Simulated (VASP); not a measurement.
# Ta (I4/mmm) in VASP: notebook, part 2 of 2

VASP 6.6.1.

## (4) Single point, r2SCAN (uniaxial strain along a: +6.0 %, then relaxed in part)

Contents of POSCAR:

```
Ta
1.0
    3.5029446099      0.0000000000      0.0000000000
    0.0000000000      3.2363256687      0.0000000000
    0.0000000000      0.0000000000      3.2363256687
Ta
2
Direct
    0.0000000000      0.0000000000      0.0000000000
    0.5000000000      0.5000000000      0.5000000000
```

Contents of INCAR.step1:

```
SYSTEM = Ta
PREC = Accurate
ENCUT = 520
ISMEAR = 0
SIGMA = 0.1
LREAL = .FALSE.
LASPH = .TRUE.
NELM = 80
NBANDS = 18
GGA = PE
ALGO = Normal
EDIFF = 1E-4
LWAVE = .TRUE.
LCHARG = .FALSE.
```

Contents of INCAR.step2:

```
SYSTEM = Ta
PREC = Accurate
ENCUT = 520
EDIFF = 1E-6
ISMEAR = 0
SIGMA = 0.1
LREAL = .FALSE.
LASPH = .TRUE.
NELM = 80
ALGO = Normal
ISIF = 2
LWAVE = .FALSE.
LCHARG = .FALSE.
METAGGA = R2SCAN
LMIXTAU = .TRUE.
NBANDS = 18
ISTART = 1
```

Contents of KPOINTS:

```
Automatic mesh
0
G
  16 16 16
  0 0 0
```

Potentials or basis: VASP PAW PBE potentials, release 64 (Ta_pv).

Launch:

```
cat potpaw_PBE.64/Ta_pv/POTCAR > POTCAR
cp INCAR.step1 INCAR
mpirun -np 1 vasp_std > vasp.out
cp INCAR.step2 INCAR
mpirun -np 1 vasp_std > vasp.out
```

OUTCAR:

```text
SYSTEM = Ta
   PREC = Accurate
   ENCUT = 520
   EDIFF = 1E-6
   ISMEAR = 0
   LREAL = .FALSE.
   LASPH = .TRUE.
   NELM = 80
   ISIF = 2
   METAGGA = R2SCAN
   ISTART = 1

 ion  position               nearest neighbor table
   1  0.000  0.000  0.000-   2 2.88   2 2.88   2 2.88   2 2.88   2 2.88   2 2.88   2 2.88   2 2.88

   2  0.500  0.500  0.500-   1 2.88   1 2.88   1 2.88   1 2.88   1 2.88   1 2.88   1 2.88   1 2.88

  LATTYP: Found a simple tetragonal cell.
 ALAT       =     3.2363256687
 C/A-ratio  =     1.0823832236

  Lattice vectors:

 A1 = (   0.0000000000,   3.2363256687,   0.0000000000)
 A2 = (   0.0000000000,   0.0000000000,   3.2363256687)
 A3 = (   3.5029446099,   0.0000000000,   0.0000000000)

Analysis of symmetry for initial positions (statically):
=====================================================================
 Subroutine PRICEL returns following result:

  LATTYP: Found a body centered tetragonal cell.
 ALAT       =     3.2363256687
 C/A-ratio  =     1.0823832236

  Lattice vectors:

 A1 = (  -1.7514723049,   1.6181628343,   1.6181628343)
 A2 = (  -1.7514723049,  -1.6181628344,  -1.6181628344)
 A3 = (   1.7514723049,  -1.6181628343,   1.6181628344)

   2 primitive cells build up your supercell.

 Routine SETGRP: Setting up the symmetry group for a
 simple tetragonal supercell.

 Subroutine GETGRP returns: Found 16 space group operations
 (whereof 16 operations were pure point group operations)
 out of a pool of 16 trial point group operations.

The static configuration has the point symmetry D_4h.

Analysis of symmetry for dynamics (positions and initial velocities):
=====================================================================
 Subroutine PRICEL returns following result:

  LATTYP: Found a body centered tetragonal cell.
 ALAT       =     3.2363256687
 C/A-ratio  =     1.0823832236

  Lattice vectors:

[... 121 lines left out ...]
   PSTRESS=    0.0 pullay stress
   NELECT =      22.0000    total number of electrons
   NUPDOWN=      -1.0000    fix difference up-down
   EMIN   =  10.00;   EMAX   =-10.00  energy-range for DOS
   EFERMI =   0.00;   METHOD = LEGACY
   ISMEAR =     0;   SIGMA  =   0.10  broadening in eV -4-tet -1-fermi 0-gaus
   EFERMI_NEDOS =   21; number of points for ismear=-14 and -15
   IALGO  =     38    algorithm
   IMIX   =      4    mixing-type and parameters
     AMIX     =   0.40;   BMIX     =  1.00
     AMIX_MAG =   1.60;   BMIX_MAG =  1.00
  volume/ion in A,a.u.               =      18.34       123.80
  Fermi-wavevector in a.u.,A,eV,Ry     =   1.380500  2.608767 25.929724  1.905781
  Thomas-Fermi vector in A             =   2.505372
   LORBIT       =      0    0 simple, 1 ext, 2 COOP (PROOUT), +10 PAW based schemes
   METAGGA = R2SCAN    functional components
   LHFCALC =     F    Hartree Fock is set to
   AEXX    =    0.0000 exact exchange contribution
   IVDW    =     0    specifies the selected vdW correction
   LEPSILON=     F    determine dielectric tensor
   LRPA    =     F    only Hartree local field effects (RPA)
 non-spin polarized calculation
 Gauss-broadening in eV      SIGMA  =   0.10
  energy-cutoff  :      520.00
  volume of cell :       36.69
 maximum number of plane-waves:      1024
 NGX is ok and might be reduce to    28
   NGX = 13   NGY = 13   NGZ = 13

 number of electron      21.9999998 magnetization

 Free energy of the ion-electron system (eV)
  ---------------------------------------------------
  ext. energy  EPLUGINS =         0.00000000
  ---------------------------------------------------
  free energy    TOTEN  =       -97.11376942 eV

  energy without entropy =      -97.10054832  energy(sigma->0) =      -97.10715887

 E-fermi :   5.2052     XC(G=0): -13.6642

 val. band max:        5.2048111870   @ k =   0.3750   0.1875   0.0000
 cond. band min:       5.2069748428   @ k =   0.0000   0.3125   0.0625
 fundamental gap:      0.0021636558
 Fermi energy:         5.2051898392

 k-point     1 :       0.0000    0.0000    0.0000
  band No.  band energies     occupation
      1     -30.0476      2.00000
      2     -29.8548      2.00000
      3     -29.8548      2.00000
      4     -29.1263      2.00000
      5     -29.1177      2.00000
      6     -29.1177      2.00000
[... 481 lines left out ...]
      5     -29.2932      2.00000
      6     -29.1890      2.00000
[... 10 lines left out ...]
     17      10.9117      0.00000
     18      11.4648      0.00000

 [... further k-points ...]
[... 5 lines left out ...]
  --------------------------------------------------------------------------------------
  -------------------------------------------------------------------------------------
  Total       -1.6251544      0.1322413      0.1322413      0.0000000      0.0000000      0.0000000
  in kB      -70.9688060      5.7748408      5.7748408      0.0000000      0.0000000      0.0000000
  external PRESSURE =     -19.8063748 kB  Pullay stress =       0.0000000 kB

 VOLUME and BASIS-vectors are now :
 -----------------------------------------------------------------------------
  energy-cutoff  :      520.00
  volume of cell :       36.69
      direct lattice vectors                 reciprocal lattice vectors
     3.502944610  0.000000000  0.000000000     0.285474111  0.000000000  0.000000000
     0.000000000  3.236325669  0.000000000     0.000000000  0.308992389  0.000000000
     0.000000000  0.000000000  3.236325669     0.000000000  0.000000000  0.308992389

 POSITION                                       TOTAL-FORCE (eV/Angst)
 -----------------------------------------------------------------------------------
      0.00000      0.00000      0.00000         0.000000      0.000000      0.000000
      1.75147      1.61816      1.61816         0.000000     -0.000000     -0.000000
 -----------------------------------------------------------------------------------
    total drift:                                0.000000      0.000000      0.000000

  FREE ENERGIE OF THE ION-ELECTRON SYSTEM (eV)
  ---------------------------------------------------
  free  energy   TOTEN  =       -97.1137694160 eV

  energy  without entropy=      -97.1005483226  energy(sigma->0) =      -97.10715887
```

OUTCAR.step1:

```text
SYSTEM = Ta
   PREC = Accurate
   ENCUT = 520
   ISMEAR = 0
   LREAL = .FALSE.
   LASPH = .TRUE.
[... 748 lines left out ...]
      0.00000      0.00000      0.00000         0.000000     -0.000000     -0.000000
      1.75147      1.61816      1.61816         0.000000      0.000000      0.000000
 -----------------------------------------------------------------------------------
    total drift:                                0.000000      0.000000      0.000000

  FREE ENERGIE OF THE ION-ELECTRON SYSTEM (eV)
  ---------------------------------------------------
  free  energy   TOTEN  =       -23.5825461950 eV

  energy  without entropy=      -23.5682249839  energy(sigma->0) =      -23.57538559
```

Wall time 6.3 min (1 thread of Intel Xeon 6975P-C (Granite Rapids), shared host); peak memory 0.32 GiB.

What came out:

```yaml
Free_energy: -97.1138 eV
Pressure: -2.0 GPa
Band_gap_on_the_k_mesh: zero (bands 11 and 12 overlap by 3.02 eV)
```

Stress tensor (GPa, compression positive):
```
-7.10  0.00  0.00
 0.00  0.58  0.00
 0.00  0.00  0.58
```

Levels at points of the mesh, in eV from the Fermi level:
| k point | band 9 | band 10 | band 11 | band 12 | band 13 | band 14 |
| --- | --- | --- | --- | --- | --- | --- |
| (0.00, 0.00, 0.00) | -3.74 | 0.54 | 0.54 | 1.55 | 3.50 | 4.83 |
| (0.50, 0.00, 0.00) | -1.07 | -1.07 | 1.69 | 1.69 | 1.69 | 1.69 |
| (0.00, 0.50, 0.00) | -0.78 | -0.78 | 0.69 | 0.69 | 1.53 | 1.53 |
| (0.50, 0.50, 0.00) | -1.14 | -1.14 | 1.19 | 1.19 | 3.35 | 3.35 |
| (0.00, 0.50, 0.50) | -2.20 | -2.20 | 1.77 | 1.77 | 5.00 | 5.00 |
| (0.50, 0.50, 0.50) | -1.22 | -1.22 | -1.22 | -1.22 | 4.72 | 4.72 |

Caveat: the cell differs from its parent crystal (uniaxial strain along a: +6.0 %, then relaxed in part); the stress differs along the axes, from -7 to 1 GPa; the PAW data sets were made with another functional, which shifts forces and pressure a little; spin-orbit coupling is left out, which moves the levels of the heavy elements.

## (5) Summary

```tsv
cell	gap on the mesh (eV)	pressure (GPa)
a = 3.437, b = 3.437, c = 3.225 Å, 2 atoms	none	-9.0
a = 3.503, b = 3.503, c = 3.186 Å, 2 atoms	none	-12.7
a = 3.503, b = 3.236, c = 3.236 Å, 2 atoms	none	-2.0
```

Alike in all rows: task single point; level r2SCAN; potentials or basis VASP PAW PBE potentials, release 64 (Ta_pv); no spin polarisation; k mesh 16 × 16 × 16; cutoff (eV) 520; smearing gaussian 0.1 eV.

Caveats: the PAW data sets were made with another functional, which shifts forces and pressure a little; spin-orbit coupling is left out, which moves the levels of the heavy elements; the cell stands under tension (at least some runs); the stress differs along the axes, from -7 to 1 GPa (at least some runs).

Absolute energies hang on the potentials; compare differences alone.
